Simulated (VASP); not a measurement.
Set up this calculation in VASP 6.6.1, as the native input.

```
Task                   : single point
Functional             : PBEsol
Dispersion             : D3(BJ)
Potentials or basis    : VASP PAW PBE potentials, release 64 (Co, O)
Cutoff                 : 520 eV
k mesh                 : 12 × 12 × 12
Occupations            : fermi-dirac, width 0.05 eV
Spin                   : collinear spin, ferromagnetic start
Starting moments       : [2.0, 0.0] μB
Dipole correction      : no
Further INCAR settings : ALGO = Normal; EDIFF = 1e-07; NBANDS = 18
```

The structure of CoO lies in POSCAR:

```
CoO
1.0
   -1.5037597311      1.5037597311      2.1247095371
    1.5037597311     -1.5037597311      2.1247095371
    1.5037597311      1.5037597311     -2.1247095371
Co O
1 1
Direct
    0.0000000000      0.0000000000      0.0000000000
    0.5000000000      0.5000000000      0.0000000000
```

One way to write it, as run:

INCAR

```
SYSTEM = CoO
PREC = Accurate
ENCUT = 520
EDIFF = 1E-7
ISMEAR = -1
SIGMA = 0.05
LREAL = .False.
LASPH = .True.
NELM = 150
ALGO = Normal
ISIF = 2
LWAVE = .False.
LCHARG = .True.
ISPIN = 2
MAGMOM = 2 0
LORBIT = 11
LMAXMIX = 4
GGA = PS
IVDW = 12
LELF = .True.
LVHAR = .True.
NBANDS = 18
```

KPOINTS

```
Automatic mesh
0
Gamma
  12 12 12
  0 0 0
```

Potentials or basis: VASP PAW PBE potentials, release 64 (Co, O).

The run is started by

```console
$ cat potpaw_PBE.64/Co/POTCAR potpaw_PBE.64/O/POTCAR > POTCAR
$ mpirun -np 1 vasp_std > vasp.out
```

Results of the run:

```yaml
Pressure: -0.8 GPa
Net_moment: 2.93 μB per cell
Site_moments: Co +2.56; O +0.32 μB
Valence_electrons_inside_the_program's_atomic_spheres: Co 7.81; O 4.95
Dispersion_energy_per_atom: -0.217 eV
```

Caveat: the PAW data sets were made with another functional, which shifts forces and pressure a little; a cell with one magnetic atom can't hold antiferromagnetic order, which such compounds often take.

Wall time 2.1 min on 1 thread of Intel Xeon 8259CL, with other jobs on the host, peak memory 0.23 GiB.
